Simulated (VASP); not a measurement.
# In7CoSb8 (F-43m) in VASP: single point with PBEsol+U

Aim: the single point of In7CoSb8 with PBEsol+U.

All numbers are computed with VASP 6.6.1; they aren't measurements. Logs are shortened: lines on timing, memory, paths and dates and some standing lists are left out, and cuts for length are marked.

## Step 1: The cell of the first run

The structure is cubic, space group F-43m (No. 216). Conventional cell: a = 12.956 Å, b = 12.956 Å, c = 12.956 Å, α = 90.00°, β = 90.00°, γ = 90.00°. Within 3.5 Å of Co (site symmetry -43m) lie 4 Sb at 2.64 Å. Within 3.7 Å of In (site symmetry 2mm) lie 4 Sb at 2.83 to 2.84 Å. In (site symmetry -43m) has 4 Sb at 2.82 Å within 3.7 Å. Within 3.5 Å of Sb (site symmetry 3m) lie 1 Co at 2.64 Å and 3 In at 2.84 Å. Sb (site symmetry 3m) has 4 In at 2.82 to 2.83 Å within 3.7 Å.

## Step 2: Single point, PBEsol+U, collinear spin, ferromagnetic start

INCAR

```
PREC = Accurate
ENCUT = 520
EDIFF = 1E-7
ISMEAR = 0
SIGMA = 0.05
LREAL = Auto
LASPH = True
NELM = 150
ALGO = Normal
ISIF = 2
LWAVE = False
LCHARG = False
ISPIN = 2
MAGMOM = 1 0 0 0 0 0 0 0 0 0 0 0 0 0 0 0
LORBIT = 11
NUPDOWN = 1.0
LMAXMIX = 4
LDAU = True
LDAUTYPE = 2
LDAUL = 2 -1 -1
LDAUU = 4 0 0
LDAUJ = 0 0 0
LDAUPRINT = 1
GGA = PS
NBANDS = 88
```

KPOINTS

```
Automatic mesh
0
Gamma
  2 2 2
```

POSCAR

```
In7CoSb8
1.0
    0.0000000000      6.4782000000      6.4782000000
    6.4782000000      0.0000000000      6.4782000000
    6.4782000000      6.4782000000      0.0000000000
Co In Sb
1 7 8
Direct
    1.0000000000      0.0000000000      1.0000000000
    0.0041435421      0.0041435421      0.4958564579
    0.0041435421      0.4958564579      0.0041435421
    0.0041435421      0.4958564579      0.4958564579
    0.4958564579      0.0041435421      0.0041435421
    0.4958564579      0.0041435421      0.4958564579
    0.4958564579      0.4958564579      0.0041435421
    0.5000000000      0.5000000000      0.5000000000
    0.1174515371      0.1174515371      0.1174515371
    0.1174515371      0.1174515371      0.6476453887
    0.1174515371      0.6476453887      0.1174515371
    0.1230022386      0.6256659205      0.6256659205
    0.6476453887      0.1174515371      0.1174515371
    0.6256659205      0.1230022386      0.6256659205
    0.6256659205      0.6256659205      0.1230022386
    0.6256659205      0.6256659205      0.6256659205
```

Potentials or basis: VASP PAW PBE potentials, release 64 (Co, In_d, Sb).

Launch:

```
$ cat potpaw_PBE.64/Co/POTCAR potpaw_PBE.64/In_d/POTCAR potpaw_PBE.64/Sb/POTCAR > POTCAR
$ mpirun -np 1 vasp_std > vasp.out
```

OUTCAR:

```text
PREC = Accurate
   ENCUT = 520
   EDIFF = 1E-7
   ISMEAR = 0
   LREAL = Auto
   LASPH = True
   NELM = 150
   ISIF = 2
   ISPIN = 2
   LORBIT = 11
   NUPDOWN = 1.0
   GGA = PS

 ion  position               nearest neighbor table
   1  0.000  0.000  0.000-  10 2.64  11 2.64  13 2.64   9 2.64
   2  0.004  0.004  0.496-  12 2.83  14 2.83   9 2.84  10 2.84
   3  0.004  0.496  0.004-  12 2.83  15 2.83   9 2.84  11 2.84
   4  0.004  0.496  0.496-  16 2.83  12 2.83  10 2.84  11 2.84
   5  0.496  0.004  0.004-  14 2.83  15 2.83   9 2.84  13 2.84
   6  0.496  0.004  0.496-  16 2.83  14 2.83  10 2.84  13 2.84
[... 8 lines left out ...]
  15  0.626  0.626  0.123-   8 2.82   5 2.83   3 2.83   7 2.83
  16  0.626  0.626  0.626-   8 2.82   6 2.83   7 2.83   4 2.83

  LATTYP: Found a face centered cubic cell.
 ALAT       =    12.9564000000

  Lattice vectors:

 A1 = (   0.0000000000,   6.4782000000,   6.4782000000)
 A2 = (   6.4782000000,   0.0000000000,   6.4782000000)
 A3 = (   6.4782000000,   6.4782000000,   0.0000000000)

Analysis of symmetry for initial positions (statically):
=====================================================================
 Subroutine PRICEL returns:
 Original cell was already a primitive cell.

 Routine SETGRP: Setting up the symmetry group for a
 face centered cubic supercell.

 Subroutine GETGRP returns: Found 24 space group operations
 (whereof 24 operations were pure point group operations)
 out of a pool of 48 trial point group operations.

The static configuration has the point symmetry T_d .

Analysis of symmetry for dynamics (positions and initial velocities):
=====================================================================
 Subroutine PRICEL returns:
 Original cell was already a primitive cell.

 Routine SETGRP: Setting up the symmetry group for a
 face centered cubic supercell.

 Subroutine GETGRP returns: Found 24 space group operations
 (whereof 24 operations were pure point group operations)
 out of a pool of 48 trial point group operations.

The dynamic configuration has the point symmetry T_d .

Analysis of structural, dynamic, and magnetic symmetry:
=====================================================================
 Subroutine PRICEL returns:
 Original cell was already a primitive cell.

 Routine SETGRP: Setting up the symmetry group for a
 face centered cubic supercell.

 Subroutine GETGRP returns: Found 24 space group operations
[... 187 lines left out ...]
 Free energy of the ion-electron system (eV)
  ---------------------------------------------------
  ext. energy  EPLUGINS =         0.00000000
  ---------------------------------------------------
  free energy    TOTEN  =       -60.86961843 eV

  energy without entropy =      -60.85026082  energy(sigma->0) =      -60.85993963

 E-fermi :   5.1216     XC(G=0):  -8.8064

 val. band max:        4.6825152503   @ k =   0.0000   0.0000   0.0000
 cond. band min:       4.4912034409   @ k =   0.5000   0.0000   0.0000
 fundamental gap:     -0.1913118094
 Fermi energy:         4.3148061783

 spin component 1

 k-point     1 :       0.0000    0.0000    0.0000
  band No.  band energies     occupation
      1      -9.8734      1.00000
      2      -9.8734      1.00000
      3      -9.8734      1.00000
      4      -9.8681      1.00000
      5      -9.8365      1.00000
      6      -9.8365      1.00000
[... 244 lines left out ...]
     81       8.1136      0.00000
     82       8.6539      0.00000
 Fermi energy:         5.1216229041

 spin component 2

 k-point     1 :       0.0000    0.0000    0.0000
  band No.  band energies     occupation
      1      -9.8833      1.00000
      2      -9.8833      1.00000
      3      -9.8833      1.00000
      4      -9.8796      1.00000
      5      -9.8463      1.00000
      6      -9.8463      1.00000
[... 244 lines left out ...]
     81       8.0540      0.00000
     82       8.6740      0.00000
 [bands above 82 left out]

------------------------ aborting loop because EDIFF is reached ----------------------------------------

  FORCE on cell =-STRESS in cart. coord.  units (eV):
  Direction    XX          YY          ZZ          XY          YZ          ZX
  --------------------------------------------------------------------------------------
  -------------------------------------------------------------------------------------
  Total       -2.0397040     -2.0397040     -2.0397040     -0.0000000      0.0000000      0.0000000
  in kB       -6.0101411     -6.0101411     -6.0101411     -0.0000000      0.0000000      0.0000000
  external PRESSURE =      -6.0101411 kB  Pullay stress =       0.0000000 kB

 VOLUME and BASIS-vectors are now :
 -----------------------------------------------------------------------------
  energy-cutoff  :      520.00
  volume of cell :      543.74
      direct lattice vectors                 reciprocal lattice vectors
     0.000000000  6.478200000  6.478200000    -0.077181933  0.077181933  0.077181933
     6.478200000  0.000000000  6.478200000     0.077181933 -0.077181933  0.077181933
     6.478200000  6.478200000  0.000000000     0.077181933  0.077181933 -0.077181933

 POSITION                                       TOTAL-FORCE (eV/Angst)
 -----------------------------------------------------------------------------------
      0.00000      0.00000      0.00000         0.000000      0.000000      0.000000
      3.23910      3.23910      0.05369         0.000000      0.000000     -0.106391
      3.23910      0.05369      3.23910         0.000000     -0.106391      0.000000
      6.42451      3.23910      3.23910         0.106391      0.000000      0.000000
      0.05369      3.23910      3.23910        -0.106391      0.000000      0.000000
      3.23910      6.42451      3.23910         0.000000      0.106391      0.000000
[... 8 lines left out ...]
      4.85002      4.85002      8.10638         0.005703      0.005703     -0.005703
      8.10638      8.10638      8.10638        -0.005703     -0.005703     -0.005703
 -----------------------------------------------------------------------------------
    total drift:                               -0.000001     -0.000001     -0.000001

  FREE ENERGIE OF THE ION-ELECTRON SYSTEM (eV)
  ---------------------------------------------------
  free  energy   TOTEN  =       -60.8696184332 eV

  energy  without entropy=      -60.8502608196  energy(sigma->0) =      -60.85993963

 total charge

# of ion       s       p       d       tot
------------------------------------------
    1        0.388   0.313   7.237   7.938
    2        0.871   0.693   9.861  11.425
    3        0.871   0.693   9.861  11.425
    4        0.871   0.693   9.861  11.425
    5        0.871   0.693   9.861  11.425
    6        0.871   0.693   9.861  11.425
[... 8 lines left out ...]
   15        1.135   1.330   0.018   2.483
   16        1.135   1.330   0.018   2.483
--------------------------------------------------
tot         15.595  15.680  76.425 107.700

 magnetization (x)

# of ion       s       p       d       tot
------------------------------------------
    1        0.018   0.015   2.092   2.126
    2       -0.008  -0.011  -0.004  -0.022
    3       -0.008  -0.011  -0.004  -0.022
    4       -0.008  -0.011  -0.004  -0.022
    5       -0.008  -0.011  -0.004  -0.022
    6       -0.008  -0.011  -0.004  -0.022
[... 8 lines left out ...]
   15       -0.007  -0.032  -0.001  -0.039
   16       -0.007  -0.032  -0.001  -0.039
--------------------------------------------------
tot         -0.081  -0.502   2.064   1.481
```

It took 29 min on 1 thread of Intel Xeon Platinum 8375C at 2.90GHz (Ice Lake), shared host; peak memory 1 GiB.

Results:

```yaml
Free_energy: -60.8696 eV
Pressure: -0.6 GPa
Largest_force: 0.266 eV/Å
Net_moment: 1.00 μB per cell
Site_moments: Co +2.13; In -0.02; Sb -0.08, -0.04 (each value once) μB
Valence_electrons_inside_the_program's_atomic_spheres: Co 7.94; In 11.43, 11.44 (each value once); Sb 2.46, 2.48 (each value once)
```

Forces on the atoms (eV/Å):
```
Co   0.000  0.000  0.000
In   0.000  0.000 -0.106
In   0.000 -0.106  0.000
In   0.106  0.000  0.000
In  -0.106  0.000  0.000
In   0.000  0.106  0.000
In   0.000  0.000  0.106
In   0.000  0.000  0.000
Sb  -0.153 -0.153 -0.153
Sb   0.153  0.153 -0.153
Sb   0.153 -0.153  0.153
Sb  -0.006  0.006  0.006
Sb  -0.153  0.153  0.153
Sb   0.006 -0.006  0.006
Sb   0.006  0.006 -0.006
Sb  -0.006 -0.006 -0.006
```

Eigenvalues of the final occupation matrices:
```tsv
site	spin	trace	eigenvalues
site 1 d	1	4.68	0.93 0.93 0.93 0.94 0.94
site 1 d	2	2.58	0.25 0.25 0.25 0.92 0.92
```

Caveat: the k points lie up to 0.42 Å⁻¹ apart; the PAW data sets were made with another functional, which shifts forces and pressure a little; spin-orbit coupling is left out, which moves the levels of the heavy elements; the total moment is fixed, so each spin has its own Fermi level and the state may be an excited one; a cell with one magnetic atom can't hold antiferromagnetic order, which such compounds often take; the U is typed as a test and isn't derived for this compound. The state reached can hang on the start; a lower one may exist.
